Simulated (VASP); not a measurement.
Input of a VASP 6.6.1 run:

Contents of INCAR:

```
SYSTEM = TaN
ALGO     = Normal         ! electronic algorithm
EDIFF    = 1E-6           ! SCF threshold, eV
ENCUT    = 520            ! plane-wave cutoff, eV
GGA      = PS             ! functional
ISIF     = 2              ! what is computed and relaxed
ISMEAR   = -1             ! smearing method
IVDW     = 12             ! dispersion correction
LASPH    = .TRUE.         ! aspherical terms in the spheres
LCHARG   = .TRUE.         ! write CHGCAR
LDAU     = .TRUE.         ! DFT+U
LDAUJ    = 0 0          
LDAUL    = 2 -1           ! shell
LDAUPRINT= 1            
LDAUTYPE = 2            
LDAUU    = 8 0            ! U, eV
LELF     = .TRUE.         ! ELF
LMAXMIX  = 4              ! l up to which the mixer works
LREAL    = .FALSE.        ! projectors in reciprocal space
LVHAR    = .TRUE.       
LWAVE    = .FALSE.        ! write WAVECAR
NBANDS   = 15             ! bands
NELM     = 150            ! most SCF steps
PREC     = Accurate       ! precision mode
SIGMA    = 0.01           ! smearing width, eV
```

Contents of KPOINTS:

```
k-points
0
G
  10 10 10
  0 0 0
```

POSCAR

```
TaN
1.0
    0.0000000000      2.2404226923      2.2404226923
    2.2404226923      0.0000000000      2.2404226923
    2.2404226923      2.2404226923      0.0000000000
Ta N
1 1
Direct
    0.5000000000      0.5000000000      0.5000000000
    0.0000000000      0.0000000000      0.0000000000
```

Potentials or basis: VASP PAW PBE potentials, release 64 (Ta_pv, N).

Launch:

```bash
$ cat potpaw_PBE.64/Ta_pv/POTCAR potpaw_PBE.64/N/POTCAR > POTCAR
$ mpirun -np 1 vasp_std > vasp.out
```

What does it give for the band gap on the k mesh?

Zero (band 8 reaches 11.63 eV, above the bottom of band 9 at 7.95 eV).

Predict the dispersion energy per atom.

-0.440 eV.

Predict the pressure.

-4.9 GPa.

Eigenvalues of the final occupation matrices:
| site | spin | trace | eigenvalues |
| --- | --- | --- | --- |
| site 1 d | 1 | 1.06 | 0.17 0.17 0.24 0.24 0.24 |
| site 1 d | 2 | 1.06 | 0.17 0.17 0.24 0.24 0.24 |

Caveat: the PAW data sets were made with another functional, which shifts forces and pressure a little; spin-orbit coupling is left out, which moves the levels of the heavy elements; U without spin polarisation on a metal has little footing; pairwise dispersion overbinds metals, which lowers pressure and volume.
